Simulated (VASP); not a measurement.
Runs of VASP 6.6.1 on Cd. The structure is that of space group Fm-3m (No. 225), or close to it. The cells are those of the table. This isn't the form of Cd at room conditions, which is hcp.

| task | cell | gap on the mesh (eV) | pressure (GPa) |
| --- | --- | --- | --- |
| single point | a = 2.845 Å, angles 60.0°, 1 atom | none | 31.2 |
| single point | a = 2.897 Å, angles 60.0°, 1 atom | none | 21.0 |
| relaxation of cell and atoms | relaxed to 10 GPa from a = 3.125 Å, angles 60.0°, 1 atom | none | 10.1 |
| relaxation of cell and atoms | relaxed from a = 3.125 Å, angles 60.0°, 1 atom | none | 0.1 |
| relaxation of cell and atoms | relaxed to 30 GPa from a = 3.125 Å, angles 60.0°, 1 atom | none | 30.0 |
| single point | a = 3.096 Å, angles 60.0°, 1 atom | none | 0.4 |
| single point | a = 2.969 Å, angles 60.0°, 1 atom | none | (a) |
| relaxation of cell and atoms | relaxed to 20 GPa from a = 3.125 Å, angles 60.0°, 1 atom | none | 20.0 |

Alike in all rows: level PBEsol; potentials or basis VASP PAW PBE potentials, release 64 (Cd); no spin polarisation; k mesh 16 × 16 × 16; cutoff (eV) 500; smearing methfessel-paxton 0.1 eV.

Task: Estimate the missing entries.

Result: (a) 10.6.

Caveats: the PAW data sets were made with another functional, which shifts forces and pressure a little; the cell stands under pressure (at least some runs); the cell is relaxed towards a set pressure, so the run minimises the enthalpy, not the energy (at least some runs).

A k mesh can miss the band edges, and the runs leave out spin-orbit coupling on Cd.

A gap of «none» marks levels without a gap at the run's occupations.
